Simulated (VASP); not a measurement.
# Al2Cu in VASP: further runs

Runs on Al2Cu. Level: PBEsol. Tasks: single point.

All numbers are computed with VASP 6.6.1; they aren't measurements. Logs are shortened: lines on timing, memory, paths and dates and some standing lists are left out, and cuts for length are marked.

## Step 1: The cell of the first run

The typed cell holds 3 atoms: a = 4.049 Å, b = 4.049 Å, c = 4.049 Å, α = 120.00°, β = 120.00°, γ = 90.00°.

## Step 2: Single point, PBEsol

Contents of INCAR:

```
ALGO = Fast ; EDIFF = 1E-7
ENCUT = 520 ; GGA = PS
ISIF = 2 ; ISMEAR = 0
LASPH = T ; LCHARG = T
LELF = T ; LREAL = F
LVHAR = T ; LWAVE = F
NBANDS = 16 ; NELM = 60
PREC = Accurate ; SIGMA = 0.1
```

Contents of KPOINTS:

```
k-points
0
Gamma
  14 14 14
```

Contents of POSCAR:

```
Al2Cu
1.0
   -2.0246315446      2.0246315446      2.8630136682
    2.0246315446     -2.0246315446      2.8630136682
    2.0246315446      2.0246315446     -2.8630136682
Al Cu
2 1
Direct
    0.7500000000      0.2500000000      0.5000000000
    0.2500000000      0.7500000000      0.5000000000
    0.5000000000      0.5000000000      0.0000000000
```

Potentials or basis: VASP PAW PBE potentials, release 64 (Al, Cu).

Started as:

```console
$ cat potpaw_PBE.64/Al/POTCAR potpaw_PBE.64/Cu/POTCAR > POTCAR
$ mpirun -np 1 vasp_std > vasp.out
```

OUTCAR:

```text
EDIFF = 1E-7
   ENCUT = 520
   GGA = PS
   ISIF = 2
   ISMEAR = 0
   LASPH = T
   LREAL = F
   NELM = 60
   PREC = Accurate

 ion  position               nearest neighbor table
   1  0.750  0.250  0.500-   3 2.48   3 2.48   3 2.48   3 2.48   2 2.86   2 2.86   2 2.86   2 2.86
                             2 2.86   2 2.86
   2  0.250  0.750  0.500-   3 2.48   3 2.48   3 2.48   3 2.48   1 2.86   1 2.86   1 2.86   1 2.86
                             1 2.86   1 2.86
   3  0.500  0.500  0.000-   2 2.48   1 2.48   1 2.48   2 2.48   1 2.48   2 2.48   2 2.48   1 2.48

  LATTYP: Found a body centered tetragonal cell.
 ALAT       =     4.0492630892
 C/A-ratio  =     1.4140912088

  Lattice vectors:

 A1 = (  -2.0246315446,   2.0246315446,   2.8630136682)
 A2 = (   2.0246315446,  -2.0246315446,   2.8630136682)
 A3 = (   2.0246315446,   2.0246315446,  -2.8630136682)

Analysis of symmetry for initial positions (statically):
=====================================================================
 Subroutine PRICEL returns:
 Original cell was already a primitive cell.

 Routine SETGRP: Setting up the symmetry group for a
 body centered tetragonal supercell.

 Subroutine GETGRP returns: Found 16 space group operations
 (whereof 16 operations were pure point group operations)
 out of a pool of 16 trial point group operations.

The static configuration has the point symmetry D_4h.

Analysis of symmetry for dynamics (positions and initial velocities):
=====================================================================
 Subroutine PRICEL returns:
 Original cell was already a primitive cell.

 Routine SETGRP: Setting up the symmetry group for a
 body centered tetragonal supercell.

 Subroutine GETGRP returns: Found 16 space group operations
 (whereof 16 operations were pure point group operations)
 out of a pool of 16 trial point group operations.

The dynamic configuration has the point symmetry D_4h.

 Subroutine INISYM returns: Found 16 space group operations
 (whereof 16 operations are pure point group operations),
 and found     1 'primitive' translations

----------------------------------------------------------------------------------------

                                     Primitive cell

  volume of cell :      46.9435

  direct lattice vectors                    reciprocal lattice vectors
    -2.024631545  2.024631545  2.863013668     0.000000000  0.246958515  0.174641150
     2.024631545 -2.024631545  2.863013668     0.246958515  0.000000000  0.174641150
     2.024631545  2.024631545 -2.863013668     0.246958515  0.246958515  0.000000000

  length of vectors
     4.049087928  4.049087928  4.049087928     0.302469899  0.302469899  0.349252081

  position of ions in fractional coordinates (direct lattice)
     0.750000000  0.250000000  0.500000000
     0.250000000  0.750000000  0.500000000
     0.500000000  0.500000000  0.000000000

  ion indices of the primitive-cell ions
   primitive index   ion index
                 1           1
                 2           2
                 3           3

----------------------------------------------------------------------------------------

 KPOINTS: k-points

Automatic generation of k-mesh.
 Grid dimensions read from file:
 generate k-points for:   14   14   14

 Generating k-lattice:

  Cartesian coordinates                     Fractional coordinates (reciprocal lattice)
     0.000000000  0.017639894  0.012474368     0.071428571 -0.000000000  0.000000000
     0.017639894  0.000000000  0.012474368    -0.000000000  0.071428571  0.000000000
     0.017639894  0.017639894  0.000000000     0.000000000  0.000000000  0.071428571

  Length of vectors
     0.021604993  0.021604993  0.024946577

  Shift w.r.t. Gamma in fractional coordinates (k-lattice)
     0.000000000  0.000000000  0.000000000

 Subroutine IBZKPT returns following result:
 ===========================================

 Found    244 irreducible k-points:

 Following reciprocal coordinates:
            Coordinates               Weight
  0.000000  0.000000  0.000000      1.000000
  0.071429  0.000000 -0.000000      8.000000
  0.142857  0.000000 -0.000000      8.000000
  0.214286  0.000000  0.000000      8.000000
  0.285714 -0.000000  0.000000      8.000000
  0.357143  0.000000  0.000000      8.000000
[... 16 lines left out ...]
  0.214286  0.142857  0.000000     16.000000
  0.285714  0.142857  0.000000     16.000000
 [... further k-points ...]
   k-points           NKPTS =    244   k-points in BZ     NKDIM =    244   number of bands    NBANDS=     16
   number of dos      NEDOS =    301   number of ions     NIONS =      3
   total plane-waves  NPLWV =  27000
   dimension x,y,z NGX =    30 NGY =   30 NGZ =   30
   dimension x,y,z NGXF=    60 NGYF=   60 NGZF=   60
   ions per type =               2   1
   NGX,Y,Z   is equivalent  to a cutoff of  12.32, 12.32, 12.32 a.u.
   NGXF,Y,Z  is equivalent  to a cutoff of  24.63, 24.63, 24.63 a.u.
 SYSTEM =  unknown system
   PREC   = accura    normal or accurate (medium, high low for compatibility)
   ISTART =      0    job   : 0-new  1-cont  2-samecut
   ICHARG =      2    charge: 1-file 2-atom 10-const
   ISPIN  =      1    spin polarized calculation?
   LNONCOLLINEAR =      F non collinear calculations
   LSORBIT =      F    spin-orbit coupling
   LASPH  =      T    aspherical Exc in radial PAW
   ENCUT  =  520.0 eV  38.22 Ry    6.18 a.u.   7.53  7.53  7.53*2*pi/ulx,y,z
   NELM   =     60;   NELMIN=  2; NELMDL= -5     # of ELM steps
   EDIFF  = 0.1E-06   stopping-criterion for ELM
   LREAL  =      F    real-space projection
   EDIFFG = 0.1E-05   stopping-criterion for IOM
   NSW    =      0    number of steps for IOM
   IBRION =     -1    ionic relax: 0-MD 1-quasi-New 2-CG
   NFREE  =      0    steps in history (QN), initial steepest desc. (CG)
   ISIF   =      2    stress and relaxation
   ISYM   =      2    0-nonsym 1-usesym 2-fastsym
   POTIM  = 0.5000    time-step for ionic-motion
   TEBEG  =    0.0;   TEEND  =   0.0 temperature during run
   PSTRESS=    0.0 pullay stress
   NELECT =      17.0000    total number of electrons
   NUPDOWN=      -1.0000    fix difference up-down
   EMIN   =  10.00;   EMAX   =-10.00  energy-range for DOS
   EFERMI =   0.00;   METHOD = LEGACY
   ISMEAR =     0;   SIGMA  =   0.10  broadening in eV -4-tet -1-fermi 0-gaus
   EFERMI_NEDOS =   21; number of points for ismear=-14 and -15
   IALGO  =     68    algorithm
   IMIX   =      4    mixing-type and parameters
     AMIX     =   0.40;   BMIX     =  1.00
     AMIX_MAG =   1.60;   BMIX_MAG =  1.00
  volume/ion in A,a.u.               =      15.65       105.60
  Fermi-wavevector in a.u.,A,eV,Ry     =   1.166897  2.205116 18.526366  1.361650
  Thomas-Fermi vector in A             =   2.303405
   LORBIT       =      0    0 simple, 1 ext, 2 COOP (PROOUT), +10 PAW based schemes
   GGA     = PS    functional components
   LHFCALC =     F    Hartree Fock is set to
   AEXX    =    0.0000 exact exchange contribution
   IVDW    =     0    specifies the selected vdW correction
   LEPSILON=     F    determine dielectric tensor
   LRPA    =     F    only Hartree local field effects (RPA)
 non-spin polarized calculation
 RMM-DIIS sequential band-by-band and
 Gauss-broadening in eV      SIGMA  =   0.10
  energy-cutoff  :      520.00
  volume of cell :       46.94
 maximum number of plane-waves:      1295
   NGX = 15   NGY = 15   NGZ = 15

 number of electron      17.0000003 magnetization

 Free energy of the ion-electron system (eV)
  ---------------------------------------------------
  ext. energy  EPLUGINS =         0.00000000
  ---------------------------------------------------
  free energy    TOTEN  =       -13.01488382 eV

  energy without entropy =      -13.00981855  energy(sigma->0) =      -13.01235119

 E-fermi :   7.1077     XC(G=0): -10.6351

 val. band max:        7.0896164016   @ k =  -0.2857   0.1429  -0.0000
 cond. band min:       7.1322806996   @ k =   0.1429   0.0000  -0.0000
 fundamental gap:      0.0426642980
 Fermi energy:         7.1076736559

 k-point     1 :       0.0000    0.0000    0.0000
  band No.  band energies     occupation
      1      -3.2026      2.00000
      2       2.4729      2.00000
      3       2.4729      2.00000
      4       2.4729      2.00000
      5       3.0423      2.00000
      6       3.0424      2.00000
[... 8 lines left out ...]
     15      14.1221      0.00000
     16      14.1250      0.00000

 k-point     2 :       0.0714    0.0000   -0.0000
  band No.  band energies     occupation
      1      -3.1335      2.00000
      2       2.4505      2.00000
      3       2.4838      2.00000
      4       2.4838      2.00000
      5       3.0394      2.00000
      6       3.0395      2.00000
[... 8 lines left out ...]
     15      13.3646      0.00000
     16      13.9367      0.00000

 k-point     3 :       0.1429    0.0000   -0.0000
  band No.  band energies     occupation
      1      -2.9268      2.00000
      2       2.3824      2.00000
      3       2.5132      2.00000
      4       2.5133      2.00000
      5       3.0333      2.00000
      6       3.0334      2.00000
[... 8 lines left out ...]
     15      13.1424      0.00000
     16      13.6327      0.00000

 k-point     4 :       0.2143    0.0000    0.0000
  band No.  band energies     occupation
      1      -2.5853      2.00000
      2       2.2600      2.00000
      3       2.5519      2.00000
      4       2.5519      2.00000
      5       3.0316      2.00000
      6       3.0317      2.00000
[... 8 lines left out ...]
     15      12.9777      0.00000
     16      14.4254      0.00000
[... 324 lines left out ...]
 k-point    22 :       0.1429    0.1429    0.0000
  band No.  band energies     occupation
      1      -2.4712      2.00000
      2       2.2529      2.00000
      3       2.5412      2.00000
      4       2.5839      2.00000
      5       2.9811      2.00000
      6       3.0702      2.00000
[... 8 lines left out ...]
     15      14.5620      0.00000
     16      15.8317      0.00000

 k-point    23 :       0.2143    0.1429    0.0000
  band No.  band energies     occupation
      1      -2.0447      2.00000
      2       2.1161      2.00000
      3       2.5504      2.00000
      4       2.6341      2.00000
      5       2.9688      2.00000
      6       3.0900      2.00000
[... 8 lines left out ...]
     15      14.5888      0.00000
     16      16.9580      0.00000

 k-point    24 :       0.2857    0.1429    0.0000
  band No.  band energies     occupation
      1      -1.4968      2.00000
      2       1.8607      2.00000
      3       2.5513      2.00000
      4       2.6712      2.00000
      5       2.9833      2.00000
      6       3.1054      2.00000
[... 8 lines left out ...]
     15      14.3809      0.00000
     16      17.8295      0.00000

 [... further k-points ...]
[... 5 lines left out ...]
  --------------------------------------------------------------------------------------
  -------------------------------------------------------------------------------------
  Total        0.0661903      0.0661903      0.0685926      0.0000000     -0.0000000      0.0000000
  in kB        2.2590691      2.2590691      2.3410600      0.0000000     -0.0000000      0.0000000
  external PRESSURE =       2.2863994 kB  Pullay stress =       0.0000000 kB

 VOLUME and BASIS-vectors are now :
 -----------------------------------------------------------------------------
  energy-cutoff  :      520.00
  volume of cell :       46.94
      direct lattice vectors                 reciprocal lattice vectors
    -2.024631545  2.024631545  2.863013668     0.000000000  0.246958515  0.174641150
     2.024631545 -2.024631545  2.863013668     0.246958515  0.000000000  0.174641150
     2.024631545  2.024631545 -2.863013668     0.246958515  0.246958515  0.000000000

 POSITION                                       TOTAL-FORCE (eV/Angst)
 -----------------------------------------------------------------------------------
      0.00000      2.02463      1.43151         0.000000     -0.000000     -0.000000
      2.02463      0.00000      1.43151        -0.000000      0.000000      0.000000
      0.00000      0.00000      2.86301        -0.000000     -0.000000     -0.000000
 -----------------------------------------------------------------------------------
    total drift:                                0.000000     -0.000000      0.000000

  FREE ENERGIE OF THE ION-ELECTRON SYSTEM (eV)
  ---------------------------------------------------
  free  energy   TOTEN  =       -13.0148838228 eV

  energy  without entropy=      -13.0098185502  energy(sigma->0) =      -13.01235119
```

It took 2.4 min on 1 thread of AMD EPYC 9R45 (Zen 5), shared host; peak memory 0.27 GiB.

Results:

| Property | Result |
| --- | --- |
| Free energy | -13.0149 eV |
| Pressure | 0.2 GPa |

Levels at points of the mesh, in eV from the Fermi level:
| k point | band 5 | band 6 | band 7 | band 8 | band 9 | band 10 | band 11 | band 12 | band 13 | band 14 |
| --- | --- | --- | --- | --- | --- | --- | --- | --- | --- | --- |
| (0.00, 0.00, 0.00) | -4.07 | -4.07 | 2.90 | 2.90 | 2.90 | 2.96 | 2.96 | 2.96 | 4.37 | 7.01 |
| (0.50, 0.00, 0.00) | -4.02 | -4.00 | -4.00 | 0.61 | 0.61 | 2.94 | 2.95 | 3.86 | 4.39 | 9.81 |
| (0.50, 0.50, 0.00) | -4.13 | -3.90 | -3.78 | -2.01 | -2.01 | 0.39 | 1.49 | 9.05 | 10.73 | 10.73 |
| (0.50, 0.50, 0.50) | -4.13 | -3.90 | -3.78 | -2.01 | -2.01 | 0.39 | 1.49 | 9.05 | 10.73 | 10.73 |

Caveat: the PAW data sets were made with another functional, which shifts forces and pressure a little.

## Step 3: Single point, PBEsol

Contents of INCAR:

```
  PREC = Accurate
  ENCUT = 520
  EDIFF = 1E-6
  ISMEAR = 0
  SIGMA = 0.1
  LREAL = F
  LASPH = T
  NELM = 60
  ALGO = Normal
  ISIF = 2
  LWAVE = F
  LCHARG = T
  GGA = PS
  LELF = T
  LVHAR = T
  NBANDS = 16
```

Contents of KPOINTS:

```
regular mesh
0
Gamma
  6 6 6
```

Contents of POSCAR:

```
Al2Cu
1.0
   -2.0303375000      2.0303375000      2.8510940000
    2.0303375000     -2.0303375000      2.8510940000
    2.0303375000      2.0303375000     -2.8510940000
Al Cu
2 1
Direct
    0.7500000000      0.2500000000      0.5000000000
    0.2500000000      0.7500000000      0.5000000000
    0.5000000000      0.5000000000      0.0000000000
```

Potentials or basis: VASP PAW PBE potentials, release 64 (Al, Cu).

Started as:

```console
$ cat potpaw_PBE.64/Al/POTCAR potpaw_PBE.64/Cu/POTCAR > POTCAR
$ mpirun -np 1 vasp_std > vasp.out
```

Run time: 25 s. Hardware: 1 thread of Intel Xeon Platinum 8259CL at 2.50GHz (Skylake/Cascade Lake), shared host; peak memory 0.17 GiB.

The run converged. Its results:

* Free energy: -13.0143 eV
* Pressure: -0.1 GPa

Levels at points of the mesh, in eV from the Fermi level:
```tsv
k point	band 5	band 6	band 7	band 8	band 9	band 10	band 11	band 12	band 13	band 14
(0.00, 0.00, 0.00)	-4.02	-4.01	2.93	2.93	2.95	2.98	3.03	3.03	4.41	6.98
(0.50, 0.00, 0.00)	-3.98	-3.96	-3.95	0.63	0.69	2.97	3.01	3.90	4.44	9.81
(0.50, 0.50, 0.00)	-4.08	-3.86	-3.74	-1.96	-1.91	0.46	1.56	9.09	10.66	10.90
(0.50, 0.50, 0.50)	-4.08	-3.86	-3.72	-1.98	-1.98	0.37	1.51	9.10	10.74	10.74
```

Caveat: the k points lie up to 0.36 Å⁻¹ apart; the PAW data sets were made with another functional, which shifts forces and pressure a little.

## Step 4: Single point, PBEsol

Contents of INCAR:

```
ALGO = Fast ; EDIFF = 1E-7
ENCUT = 520 ; GGA = PS
ISIF = 2 ; ISMEAR = 0
LASPH = T ; LCHARG = T
LELF = T ; LREAL = F
LVHAR = T ; LWAVE = F
NBANDS = 16 ; NELM = 60
PREC = Accurate ; SIGMA = 0.1
```

Contents of KPOINTS:

```
k-points
0
Gamma
  14 14 14
```

Contents of POSCAR:

```
Al2Cu
1.0
   -2.0246315507      2.0246315507      2.8630136560
    2.0246315507     -2.0246315507      2.8630136560
    2.0246315507      2.0246315507     -2.8630136560
Al Cu
2 1
Direct
    0.7500000000      0.2500000000      0.5000000000
    0.2500000000      0.7500000000      0.5000000000
    0.5000000000      0.5000000000      0.0000000000
```

Started as:

```console
$ cat potpaw_PBE.64/Al/POTCAR potpaw_PBE.64/Cu/POTCAR > POTCAR
$ mpirun -np 1 vasp_std > vasp.out
```

Wall time 4.4 min (1 thread of Intel Xeon Platinum 8259CL at 2.50GHz (Skylake/Cascade Lake), shared host); peak memory 0.3 GiB.

Results (log left out):

- Free energy: -13.0149 eV
- Pressure: 0.2 GPa

Levels at points of the mesh, in eV from the Fermi level:
```csv
k point,band 5,band 6,band 7,band 8,band 9,band 10,band 11,band 12,band 13,band 14
"(0.00, 0.00, 0.00)",-4.07,-4.07,2.90,2.90,2.90,2.96,2.96,2.96,4.37,7.01
"(0.50, 0.00, 0.00)",-4.02,-4.00,-4.00,0.61,0.61,2.94,2.95,3.86,4.39,9.81
"(0.50, 0.50, 0.00)",-4.13,-3.90,-3.78,-2.01,-2.01,0.39,1.49,9.05,10.73,10.73
"(0.50, 0.50, 0.50)",-4.13,-3.90,-3.78,-2.01,-2.01,0.39,1.49,9.05,10.73,10.73
```

Caveat: the PAW data sets were made with another functional, which shifts forces and pressure a little.
